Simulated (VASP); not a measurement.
# GaN (F-43m) in VASP: further runs

The runs below take GaN through single point, with PBE.

All numbers are computed with VASP 6.6.1; they aren't measurements. Logs are shortened: lines on timing, memory, paths and dates and some standing lists are left out, and cuts for length are marked.

## Step 1: The cell of the first run

Symmetry: F-43m, No. 216, cubic system. The conventional cell has a = 4.456 Å, b = 4.456 Å, c = 4.456 Å, α = 90.00°, β = 90.00°, γ = 90.00°. Within 2.6 Å of Ga (site symmetry -43m) lie 4 N at 1.93 Å. Within 2.6 Å of N (site symmetry -43m) lie 4 Ga at 1.93 Å.

## Step 2: Single point, PBE (volume scaled by 0.94)

INCAR

```
SYSTEM = GaN
  ALGO = Normal
  EDIFF = 1E-6
  ENCUT = 520
  GGA = PE
  ISIF = 2
  ISMEAR = 0
  LASPH = .TRUE.
  LCHARG = .FALSE.
  LREAL = .FALSE.
  LWAVE = .FALSE.
  NBANDS = 16
  NELM = 80
  PREC = Accurate
  SIGMA = 0.02
```

KPOINTS

```
k-points
0
G
  10 10 10
  0 0 0
```

POSCAR

```
GaN
1.0
    0.0000000000      2.2278007048      2.2278007048
    2.2278007048      0.0000000000      2.2278007048
    2.2278007048      2.2278007048      0.0000000000
Ga N
1 1
Direct
    0.0000000000      0.0000000000      0.0000000000
    0.7500000000      0.7500000000      0.7500000000
```

Potentials or basis: VASP PAW PBE potentials, release 64 (Ga_d, N).

Run with:

```
$ cat potpaw_PBE.64/Ga_d/POTCAR potpaw_PBE.64/N/POTCAR > POTCAR
$ mpirun -np 1 vasp_std > vasp.out
```

OUTCAR:

```text
SYSTEM = GaN
   EDIFF = 1E-6
   ENCUT = 520
   GGA = PE
   ISIF = 2
   ISMEAR = 0
   LASPH = .TRUE.
   LREAL = .FALSE.
   NELM = 80
   PREC = Accurate

 ion  position               nearest neighbor table
   1  0.000  0.000  0.000-   2 1.93   2 1.93   2 1.93   2 1.93
   2  0.750  0.750  0.750-   1 1.93   1 1.93   1 1.93   1 1.93

  LATTYP: Found a face centered cubic cell.
 ALAT       =     4.4556014096

  Lattice vectors:

 A1 = (   0.0000000000,   2.2278007048,   2.2278007048)
 A2 = (   2.2278007048,   0.0000000000,   2.2278007048)
 A3 = (   2.2278007048,   2.2278007048,   0.0000000000)

Analysis of symmetry for initial positions (statically):
=====================================================================
 Subroutine PRICEL returns:
 Original cell was already a primitive cell.

 Routine SETGRP: Setting up the symmetry group for a
 face centered cubic supercell.

 Subroutine GETGRP returns: Found 24 space group operations
 (whereof 24 operations were pure point group operations)
 out of a pool of 48 trial point group operations.

The static configuration has the point symmetry T_d .

Analysis of symmetry for dynamics (positions and initial velocities):
=====================================================================
 Subroutine PRICEL returns:
 Original cell was already a primitive cell.

 Routine SETGRP: Setting up the symmetry group for a
 face centered cubic supercell.

 Subroutine GETGRP returns: Found 24 space group operations
 (whereof 24 operations were pure point group operations)
 out of a pool of 48 trial point group operations.

The dynamic configuration has the point symmetry T_d .

 Subroutine INISYM returns: Found 24 space group operations
 (whereof 24 operations are pure point group operations),
 and found     1 'primitive' translations

----------------------------------------------------------------------------------------

                                     Primitive cell

  volume of cell :      22.1136

  direct lattice vectors                    reciprocal lattice vectors
     0.000000000  2.227800705  2.227800705    -0.224436593  0.224436593  0.224436593
     2.227800705  0.000000000  2.227800705     0.224436593 -0.224436593  0.224436593
     2.227800705  2.227800705  0.000000000     0.224436593  0.224436593 -0.224436593

  length of vectors
     3.150585971  3.150585971  3.150585971     0.388735582  0.388735582  0.388735582

  position of ions in fractional coordinates (direct lattice)
     0.000000000  0.000000000  0.000000000
     0.750000000  0.750000000  0.750000000

  ion indices of the primitive-cell ions
   primitive index   ion index
                 1           1
                 2           2

----------------------------------------------------------------------------------------

 KPOINTS: k-points

Automatic generation of k-mesh.
 Grid dimensions read from file:
 generate k-points for:   10   10   10

 Generating k-lattice:

  Cartesian coordinates                     Fractional coordinates (reciprocal lattice)
    -0.022443659  0.022443659  0.022443659     0.100000000  0.000000000  0.000000000
     0.022443659 -0.022443659  0.022443659     0.000000000  0.100000000  0.000000000
     0.022443659  0.022443659 -0.022443659     0.000000000  0.000000000  0.100000000

  Length of vectors
     0.038873558  0.038873558  0.038873558

  Shift w.r.t. Gamma in fractional coordinates (k-lattice)
     0.000000000  0.000000000  0.000000000

 Subroutine IBZKPT returns following result:
 ===========================================

 Found     47 irreducible k-points:

 Following reciprocal coordinates:
            Coordinates               Weight
  0.000000  0.000000  0.000000      1.000000
  0.100000  0.000000  0.000000      8.000000
  0.200000  0.000000  0.000000      8.000000
  0.300000  0.000000  0.000000      8.000000
  0.400000  0.000000  0.000000      8.000000
  0.500000  0.000000  0.000000      4.000000
[... 16 lines left out ...]
  0.300000  0.300000  0.000000      6.000000
  0.400000  0.300000  0.000000     24.000000
 [... further k-points ...]
   k-points           NKPTS =     47   k-points in BZ     NKDIM =     47   number of bands    NBANDS=     16
   number of dos      NEDOS =    301   number of ions     NIONS =      2
   total plane-waves  NPLWV =  13824
   dimension x,y,z NGX =    24 NGY =   24 NGZ =   24
   dimension x,y,z NGXF=    48 NGYF=   48 NGZF=   48
   ions per type =               1   1
   NGX,Y,Z   is equivalent  to a cutoff of  12.66, 12.66, 12.66 a.u.
   NGXF,Y,Z  is equivalent  to a cutoff of  25.33, 25.33, 25.33 a.u.
 SYSTEM =  GaN
   PREC   = accura    normal or accurate (medium, high low for compatibility)
   ISTART =      0    job   : 0-new  1-cont  2-samecut
   ICHARG =      2    charge: 1-file 2-atom 10-const
   ISPIN  =      1    spin polarized calculation?
   LNONCOLLINEAR =      F non collinear calculations
   LSORBIT =      F    spin-orbit coupling
   LASPH  =      T    aspherical Exc in radial PAW
   ENCUT  =  520.0 eV  38.22 Ry    6.18 a.u.   5.86  5.86  5.86*2*pi/ulx,y,z
   NELM   =     80;   NELMIN=  2; NELMDL= -5     # of ELM steps
   EDIFF  = 0.1E-05   stopping-criterion for ELM
   LREAL  =      F    real-space projection
   EDIFFG = 0.1E-04   stopping-criterion for IOM
   NSW    =      0    number of steps for IOM
   IBRION =     -1    ionic relax: 0-MD 1-quasi-New 2-CG
   NFREE  =      0    steps in history (QN), initial steepest desc. (CG)
   ISIF   =      2    stress and relaxation
   ISYM   =      2    0-nonsym 1-usesym 2-fastsym
   POTIM  = 0.5000    time-step for ionic-motion
   TEBEG  =    0.0;   TEEND  =   0.0 temperature during run
   PSTRESS=    0.0 pullay stress
   NELECT =      18.0000    total number of electrons
   NUPDOWN=      -1.0000    fix difference up-down
   EMIN   =  10.00;   EMAX   =-10.00  energy-range for DOS
   EFERMI =   0.00;   METHOD = LEGACY
   ISMEAR =     0;   SIGMA  =   0.02  broadening in eV -4-tet -1-fermi 0-gaus
   EFERMI_NEDOS =   21; number of points for ismear=-14 and -15
   IALGO  =     38    algorithm
   IMIX   =      4    mixing-type and parameters
     AMIX     =   0.40;   BMIX     =  1.00
     AMIX_MAG =   1.60;   BMIX_MAG =  1.00
  volume/ion in A,a.u.               =      11.06        74.61
  Fermi-wavevector in a.u.,A,eV,Ry     =   1.528549  2.888539 31.789491  2.336462
  Thomas-Fermi vector in A             =   2.636292
   LORBIT       =      0    0 simple, 1 ext, 2 COOP (PROOUT), +10 PAW based schemes
   GGA     = PE    functional components
   LHFCALC =     F    Hartree Fock is set to
   AEXX    =    0.0000 exact exchange contribution
   IVDW    =     0    specifies the selected vdW correction
   LEPSILON=     F    determine dielectric tensor
   LRPA    =     F    only Hartree local field effects (RPA)
 non-spin polarized calculation
 Gauss-broadening in eV      SIGMA  =   0.02
  energy-cutoff  :      520.00
  volume of cell :       22.11
 maximum number of plane-waves:       610
   NGX = 11   NGY = 11   NGZ = 11

 number of electron      18.0000016 magnetization

 Free energy of the ion-electron system (eV)
  ---------------------------------------------------
  ext. energy  EPLUGINS =         0.00000000
  ---------------------------------------------------
  free energy    TOTEN  =       -12.10155381 eV

  energy without entropy =      -12.10155381  energy(sigma->0) =      -12.10155381

 E-fermi :   5.8021     XC(G=0): -11.8522

 val. band max:        5.6628089617   @ k =   0.0000   0.0000   0.0000
 cond. band min:       7.6096137876   @ k =   0.0000   0.0000   0.0000
 fundamental gap:      1.9468048259
 Fermi energy:         5.8021075691

 k-point     1 :       0.0000    0.0000    0.0000
  band No.  band energies     occupation
      1     -10.5714      2.00000
      2      -7.8121      2.00000
      3      -7.8121      2.00000
      4      -7.8121      2.00000
      5      -7.4558      2.00000
      6      -7.4558      2.00000
[... 8 lines left out ...]
     15      24.7811      0.00000
     16      24.7811      0.00000

 k-point     2 :       0.1000    0.0000    0.0000
  band No.  band energies     occupation
      1     -10.4534      2.00000
      2      -7.7970      2.00000
      3      -7.7970      2.00000
      4      -7.7756      2.00000
      5      -7.4573      2.00000
      6      -7.4573      2.00000
[... 8 lines left out ...]
     15      23.4554      0.00000
     16      23.5098      0.00000

 k-point     3 :       0.2000    0.0000    0.0000
  band No.  band energies     occupation
      1     -10.1517      2.00000
      2      -7.7621      2.00000
      3      -7.7621      2.00000
      4      -7.6194      2.00000
      5      -7.4561      2.00000
      6      -7.4561      2.00000
[... 8 lines left out ...]
     15      22.6775      0.00000
     16      22.6775      0.00000

 k-point     4 :       0.3000    0.0000    0.0000
  band No.  band energies     occupation
      1      -9.8199      2.00000
      2      -7.7310      2.00000
      3      -7.7310      2.00000
      4      -7.4413      2.00000
      5      -7.4413      2.00000
      6      -7.2269      2.00000
[... 8 lines left out ...]
     15      23.2025      0.00000
     16      23.2025      0.00000
[... 324 lines left out ...]
 k-point    22 :      -0.2000    0.2000    0.0000
  band No.  band energies     occupation
      1      -9.7175      2.00000
      2      -7.7135      2.00000
      3      -7.6969      2.00000
      4      -7.4808      2.00000
      5      -7.4773      2.00000
      6      -7.0406      2.00000
[... 8 lines left out ...]
     15      23.4001      0.00000
     16      26.6529      0.00000

 k-point    23 :       0.3000    0.3000    0.0000
  band No.  band energies     occupation
      1      -9.6189      2.00000
      2      -7.6584      2.00000
      3      -7.6020      2.00000
      4      -7.6020      2.00000
      5      -7.4005      2.00000
      6      -7.0367      2.00000
[... 8 lines left out ...]
     15      28.0372      0.00000
     16      28.7085      0.00000

 k-point    24 :       0.4000    0.3000    0.0000
  band No.  band energies     occupation
      1      -9.4795      2.00000
      2      -7.6757      2.00000
      3      -7.5642      2.00000
      4      -7.5632      2.00000
      5      -7.3893      2.00000
      6      -6.5750      2.00000
[... 8 lines left out ...]
     15      28.4680      0.00000
     16      28.5451      0.00000

 [... further k-points ...]

------------------------ aborting loop because EDIFF is reached ----------------------------------------

  FORCE on cell =-STRESS in cart. coord.  units (eV):
  Direction    XX          YY          ZZ          XY          YZ          ZX
  --------------------------------------------------------------------------------------
  -------------------------------------------------------------------------------------
  Total        1.6880489      1.6880489      1.6880489      0.0000000      0.0000000      0.0000000
  in kB      122.3028560    122.3028560    122.3028560      0.0000000      0.0000000      0.0000000
  external PRESSURE =     122.3028560 kB  Pullay stress =       0.0000000 kB

 VOLUME and BASIS-vectors are now :
 -----------------------------------------------------------------------------
  energy-cutoff  :      520.00
  volume of cell :       22.11
      direct lattice vectors                 reciprocal lattice vectors
     0.000000000  2.227800705  2.227800705    -0.224436593  0.224436593  0.224436593
     2.227800705  0.000000000  2.227800705     0.224436593 -0.224436593  0.224436593
     2.227800705  2.227800705  0.000000000     0.224436593  0.224436593 -0.224436593

 POSITION                                       TOTAL-FORCE (eV/Angst)
 -----------------------------------------------------------------------------------
      0.00000      0.00000      0.00000         0.000000      0.000000     -0.000000
      3.34170      3.34170      3.34170        -0.000000     -0.000000      0.000000
 -----------------------------------------------------------------------------------
    total drift:                               -0.000002     -0.000002     -0.000002

  FREE ENERGIE OF THE ION-ELECTRON SYSTEM (eV)
  ---------------------------------------------------
  free  energy   TOTEN  =       -12.1015538051 eV

  energy  without entropy=      -12.1015538051  energy(sigma->0) =      -12.10155381
```

Run time: 16 s. Hardware: 1 thread of Intel Xeon 8259CL, shared host; peak memory 0.14 GiB.

Results:

```yaml
Free_energy: -12.1016 eV
Pressure: 12.2 GPa
Band_gap_on_the_k_mesh: 1.95 eV, direct
```

## Step 3: Single point, PBE (volume scaled by 0.91)

INCAR

```
SYSTEM = GaN
PREC = Accurate ; ENCUT = 520
EDIFF = 1E-6 ; ISMEAR = 0
SIGMA = 0.02 ; LREAL = .FALSE.
LASPH = .TRUE. ; NELM = 100
ALGO = Normal ; ISIF = 2
LWAVE = .FALSE. ; LCHARG = .TRUE.
GGA = PE ; LELF = .TRUE.
LVHAR = .TRUE. ; NBANDS = 16
```

KPOINTS

```
regular mesh
0
G
  10 10 10
  0 0 0
```

POSCAR

```
GaN
1.0
    0.0000000000      2.2038440018      2.2038440018
    2.2038440018      0.0000000000      2.2038440018
    2.2038440018      2.2038440018      0.0000000000
Ga N
1 1
Direct
    0.0000000000      0.0000000000      0.0000000000
    0.7500000000      0.7500000000      0.7500000000
```

Potentials or basis: VASP PAW PBE potentials, release 64 (Ga_d, N).

Run with:

```
$ cat potpaw_PBE.64/Ga_d/POTCAR potpaw_PBE.64/N/POTCAR > POTCAR
$ mpirun -np 1 vasp_std > vasp.out
```

It took 14 s on 1 thread of Intel Xeon 8259CL, shared host; peak memory 0.14 GiB.

It converged, with:

* Free energy: -12.0309 eV
* Pressure: 19.9 GPa
* Band gap on the k mesh: 2.16 eV, direct

Levels at points of the mesh, in eV from the valence-band top:
```tsv
k point	band 6	band 7	band 8	band 9	band 10	band 11	band 12	band 13
(0.00, 0.00, 0.00)	-13.12	0.00	0.00	0.00	2.16	10.73	10.73	10.73
(0.50, 0.00, 0.00)	-11.87	-7.49	-1.06	-1.06	5.10	9.06	10.71	10.71
(0.50, 0.50, 0.00)	-11.47	-6.41	-2.95	-2.95	3.37	7.05	12.20	14.68
```

[end of part 1 of 2]
